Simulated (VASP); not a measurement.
# Re (Fm-3m) in VASP: single point with PBE

Aim: the single point of Re with PBE.

Everything below comes from runs of VASP 6.6.1. Logs are shortened: lines on timing, memory, paths and dates and some standing lists are left out, and cuts for length are marked.

## 1. The cell of the first run

The structure is cubic, space group Fm-3m (No. 225). Conventional cell: a = 3.917 Å, b = 3.917 Å, c = 3.917 Å, α = 90.00°, β = 90.00°, γ = 90.00°. Re (site symmetry m-3m) has 12 Re at 2.77 Å within 3.7 Å.

This isn't the form of Re at room conditions, which is hcp.

## 2. Single point, PBE, non-collinear spin, zero start, spin-orbit coupling

File POSCAR:

```
Re
1.0
    0.0000000000      1.9584603153      1.9584603153
    1.9584603153      0.0000000000      1.9584603153
    1.9584603153      1.9584603153      0.0000000000
Re
1
Direct
    0.0000000000      0.0000000000      0.0000000000
```

File INCAR.step1:

```
  PREC = Accurate
  ENCUT = 520
  EDIFF = 1E-6
  ISMEAR = 0
  SIGMA = 0.05
  LREAL = F
  LASPH = T
  NELM = 150
  ALGO = Normal
  ISIF = 2
  LWAVE = F
  LCHARG = T
  MAGMOM = 0 0 0
  LSORBIT = T
  GGA_COMPAT = F
  LORBMOM = T
  LMAXMIX = 4
  GGA = PE
  NBANDS = 18
```

File KPOINTS.step1:

```
Automatic mesh
0
Gamma
  18 18 18
```

File INCAR.step2:

```
  PREC = Accurate
  ENCUT = 520
  EDIFF = 1E-6
  ISMEAR = -5
  SIGMA = 0.05
  LREAL = F
  LASPH = T
  NELM = 150
  ALGO = Normal
  ISIF = 2
  LWAVE = F
  LCHARG = F
  MAGMOM = 0 0 0
  LORBIT = 11
  LSORBIT = T
  GGA_COMPAT = F
  LORBMOM = T
  LMAXMIX = 4
  GGA = PE
  NEDOS = 2001
  ICHARG = 11
```

File KPOINTS.step2:

```
Automatic mesh
0
Gamma
  27 27 27
```

Potentials or basis: VASP PAW PBE potentials, release 64 (Re).

Launch:

```console
cat potpaw_PBE.64/Re/POTCAR > POTCAR
cp INCAR.step1 INCAR
cp KPOINTS.step1 KPOINTS
mpirun -np 1 vasp_ncl > vasp.out
cp INCAR.step2 INCAR
cp KPOINTS.step2 KPOINTS
mpirun -np 1 vasp_ncl > vasp.out
```

OUTCAR:

```text
PREC = Accurate
   ENCUT = 520
   EDIFF = 1E-6
   ISMEAR = -5
   LREAL = F
   LASPH = T
   NELM = 150
   ISIF = 2
   LORBIT = 11
   LSORBIT = T
   GGA = PE
   ICHARG = 11

 ion  position               nearest neighbor table
   1  0.000  0.000  0.000-

  LATTYP: Found a face centered cubic cell.
 ALAT       =     3.9169206306

  Lattice vectors:

 A1 = (   0.0000000000,   1.9584603153,   1.9584603153)
 A2 = (   1.9584603153,   0.0000000000,   1.9584603153)
 A3 = (   1.9584603153,   1.9584603153,   0.0000000000)

Analysis of symmetry for initial positions (statically):
=====================================================================
 Subroutine PRICEL returns:
 Original cell was already a primitive cell.

 Routine SETGRP: Setting up the symmetry group for a
 face centered cubic supercell.

 Subroutine GETGRP returns: Found 48 space group operations
 (whereof 48 operations were pure point group operations)
 out of a pool of 48 trial point group operations.

The static configuration has the point symmetry O_h .

Analysis of symmetry for dynamics (positions and initial velocities):
=====================================================================
 Subroutine PRICEL returns:
 Original cell was already a primitive cell.

 Routine SETGRP: Setting up the symmetry group for a
 face centered cubic supercell.

 Subroutine GETGRP returns: Found 48 space group operations
 (whereof 48 operations were pure point group operations)
 out of a pool of 48 trial point group operations.

The dynamic configuration has the point symmetry O_h .

Analysis of structural, dynamic, and magnetic symmetry:
=====================================================================
 Subroutine PRICEL returns:
 Original cell was already a primitive cell.

 Routine SETGRP: Setting up the symmetry group for a
 face centered cubic supercell.

 Subroutine GETGRP returns: Found 48 space group operations
 (whereof 48 operations were pure point group operations)
 out of a pool of 48 trial point group operations.

The overall configuration has the point symmetry O_h .

 Subroutine INISYM returns: Found 48 space group operations
 (whereof 48 operations are pure point group operations),
 and found     1 'primitive' translations

----------------------------------------------------------------------------------------

                                     Primitive cell

  volume of cell :      15.0236

  direct lattice vectors                    reciprocal lattice vectors
     0.000000000  1.958460315  1.958460315    -0.255302595  0.255302595  0.255302595
     1.958460315  0.000000000  1.958460315     0.255302595 -0.255302595  0.255302595
     1.958460315  1.958460315  0.000000000     0.255302595  0.255302595 -0.255302595

  length of vectors
     2.769681139  2.769681139  2.769681139     0.442197065  0.442197065  0.442197065

  position of ions in fractional coordinates (direct lattice)
     0.000000000  0.000000000  0.000000000

  ion indices of the primitive-cell ions
   primitive index   ion index
                 1           1

----------------------------------------------------------------------------------------

 KPOINTS: Automatic mesh

Automatic generation of k-mesh.
 Grid dimensions read from file:
 generate k-points for:   27   27   27

 Generating k-lattice:

  Cartesian coordinates                     Fractional coordinates (reciprocal lattice)
    -0.009455652  0.009455652  0.009455652     0.037037037  0.000000000  0.000000000
     0.009455652 -0.009455652  0.009455652     0.000000000  0.037037037  0.000000000
     0.009455652  0.009455652 -0.009455652     0.000000000  0.000000000  0.037037037

  Length of vectors
     0.016377669  0.016377669  0.016377669

  Shift w.r.t. Gamma in fractional coordinates (k-lattice)
     0.000000000  0.000000000  0.000000000

 TETIRR: Found   2653 inequivalent tetrahedra from   118098

 Subroutine IBZKPT returns following result:
 ===========================================

 Found    560 irreducible k-points:

 Following reciprocal coordinates:
            Coordinates               Weight
[... 55 lines left out ...]
   NUPDOWN=      -1.0000    fix difference up-down
   EMIN   =  10.00;   EMAX   =-10.00  energy-range for DOS
   EFERMI =   0.00;   METHOD = LEGACY
   ISMEAR =    -5;   SIGMA  =   0.05  broadening in eV -4-tet -1-fermi 0-gaus
   EFERMI_NEDOS =   21; number of points for ismear=-14 and -15
   IALGO  =     38    algorithm
   IMIX   =      4    mixing-type and parameters
     AMIX     =   0.40;   BMIX     =  1.00
     AMIX_MAG =   1.60;   BMIX_MAG =  1.00
  volume/ion in A,a.u.               =      15.02       101.38
  Fermi-wavevector in a.u.,A,eV,Ry     =   1.269159  2.398363 21.915786  1.610765
  Thomas-Fermi vector in A             =   2.402215
   LORBIT       =     11    0 simple, 1 ext, 2 COOP (PROOUT), +10 PAW based schemes
   GGA     = PE    functional components
   LHFCALC =     F    Hartree Fock is set to
   AEXX    =    0.0000 exact exchange contribution
   IVDW    =     0    specifies the selected vdW correction
   LEPSILON=     F    determine dielectric tensor
   LRPA    =     F    only Hartree local field effects (RPA)
 Fermi weights with tetrahedron method with Bloechl corrections
  energy-cutoff  :      520.00
  volume of cell :       15.02
 maximum number of plane-waves:       838
 NGX is ok and might be reduce to    24

 number of electron       7.0000001 magnetization      -0.0000000     -0.0000000     -0.0000000

 Free energy of the ion-electron system (eV)
  ---------------------------------------------------
  ext. energy  EPLUGINS =         0.00000000
  ---------------------------------------------------
  free energy    TOTEN  =       -12.68799740 eV

  energy without entropy =      -12.68799740  energy(sigma->0) =      -12.68799740

 E-fermi :   7.9332     XC(G=0): -13.6156

 val. band max:        7.9467413791   @ k =   0.3333   0.2222   0.0741
 cond. band min:       7.8563081926   @ k =  -0.1852   0.1852   0.0000
 fundamental gap:     -0.0904331866
 Fermi energy:         7.9331789761

 k-point     1 :       0.0000    0.0000    0.0000
  band No.  band energies     occupation
      1      -2.0844      1.00000
      2      -2.0844      1.00000
      3       5.7966      1.00000
      4       5.7966      1.00000
      5       5.7966      1.00000
      6       5.7966      1.00000
      7       6.3935      1.00000
      8       6.3935      1.00000
      9       9.2029      0.00000
     10       9.2029      0.00000
     11       9.2029      0.00000
     12       9.2029      0.00000
     13      21.7848      0.00000
     14      21.7848      0.00000
[... 377 lines left out ...]
      1       1.0979      1.00000
      2       1.0979      1.00000
      3       5.7629      1.00000
      4       5.7629      1.00000
      5       6.0778      1.00000
      6       6.0778      1.00000
      7       6.4614      1.00000
      8       6.4614      1.00000
      9      10.3104      0.00000
     10      10.3104      0.00000
     11      10.9078      0.00000
     12      10.9078      0.00000
     13      19.6460      0.00000
     14      19.6462      0.00000

 [... further k-points ...]

------------------------ aborting loop because EDIFF is reached ----------------------------------------

  FORCE on cell =-STRESS in cart. coord.  units (eV):
  Direction    XX          YY          ZZ          XY          YZ          ZX
  --------------------------------------------------------------------------------------
  -------------------------------------------------------------------------------------
  Total       -0.0197397     -0.0197397     -0.0197397      0.0000000     -0.0000000     -0.0000000
  in kB       -2.1051151     -2.1051151     -2.1051151      0.0000000     -0.0000000     -0.0000000
  external PRESSURE =      -2.1051151 kB  Pullay stress =       0.0000000 kB

 VOLUME and BASIS-vectors are now :
 -----------------------------------------------------------------------------
  energy-cutoff  :      520.00
  volume of cell :       15.02
      direct lattice vectors                 reciprocal lattice vectors
     0.000000000  1.958460315  1.958460315    -0.255302595  0.255302595  0.255302595
     1.958460315  0.000000000  1.958460315     0.255302595 -0.255302595  0.255302595
     1.958460315  1.958460315  0.000000000     0.255302595  0.255302595 -0.255302595

 POSITION                                       TOTAL-FORCE (eV/Angst)
 -----------------------------------------------------------------------------------
      0.00000      0.00000      0.00000         0.000000      0.000000      0.000000
 -----------------------------------------------------------------------------------
    total drift:                                0.000000     -0.000000     -0.000000

  FREE ENERGIE OF THE ION-ELECTRON SYSTEM (eV)
  ---------------------------------------------------
  free  energy   TOTEN  =       -12.6879973954 eV

  energy  without entropy=      -12.6879973954  energy(sigma->0) =      -12.68799740

 orbital moment (x)

 # of ion     p       d       tot
 ----------------------------------------
  1         0.000  -0.000  -0.000
 ----------------------------------------
            0.000  -0.000  -0.000

 orbital moment (y)

 # of ion     p       d       tot
 ----------------------------------------
  1         0.000   0.000   0.000
 ----------------------------------------
            0.000   0.000   0.000

 orbital moment (z)

 # of ion     p       d       tot
 ----------------------------------------
  1         0.000   0.000   0.000
 ----------------------------------------
            0.000   0.000   0.000

 Spin-Orbit-Coupling matrix elements

 Ion:    1  E_soc:     -0.6592064
 l=   1
     0.0000000    -0.0415357    -0.0415357
    -0.0415357     0.0000000    -0.0415357
    -0.0415357    -0.0415357     0.0000000
 l=   2
     0.0000000    -0.0130318     0.0000000    -0.0130318    -0.0553003
    -0.0130318     0.0000000    -0.0414752    -0.0130318    -0.0138251
     0.0000000    -0.0414752     0.0000000    -0.0414752     0.0000000
    -0.0130318    -0.0130318    -0.0414752     0.0000000    -0.0138251
    -0.0553003    -0.0138251     0.0000000    -0.0138251     0.0000000
 l=   3
     0.0000000     0.0000000     0.0000000     0.0000000     0.0000000     0.0000000     0.0000000
     0.0000000     0.0000000     0.0000000     0.0000000     0.0000000     0.0000000     0.0000000
     0.0000000     0.0000000     0.0000000     0.0000000     0.0000000     0.0000000     0.0000000
     0.0000000     0.0000000     0.0000000     0.0000000     0.0000000     0.0000000     0.0000000
     0.0000000     0.0000000     0.0000000     0.0000000     0.0000000     0.0000000     0.0000000
     0.0000000     0.0000000     0.0000000     0.0000000     0.0000000     0.0000000     0.0000000
     0.0000000     0.0000000     0.0000000     0.0000000     0.0000000     0.0000000     0.0000000

 total charge

# of ion       s       p       d       tot
------------------------------------------
    1        0.614   0.679   4.769   6.061

 magnetization (x)

# of ion       s       p       d       tot
------------------------------------------
    1        0.000  -0.000  -0.000   0.000

 magnetization (y)

# of ion       s       p       d       tot
------------------------------------------
    1        0.000   0.000  -0.000   0.000

 magnetization (z)

# of ion       s       p       d       tot
------------------------------------------
    1        0.000   0.000  -0.000   0.000
```

Run time: 2.7 min. Hardware: 1 thread of AMD EPYC 9R45 (Zen 5), shared host; peak memory 0.3 GiB.

Results:

```
Net moment                                            : 0.00 μB per cell
Valence electrons inside the program's atomic spheres : Re 6.06
```

Moments on the atoms (μB; x, y, z):
```
Re  0.00 0.00 0.00
```
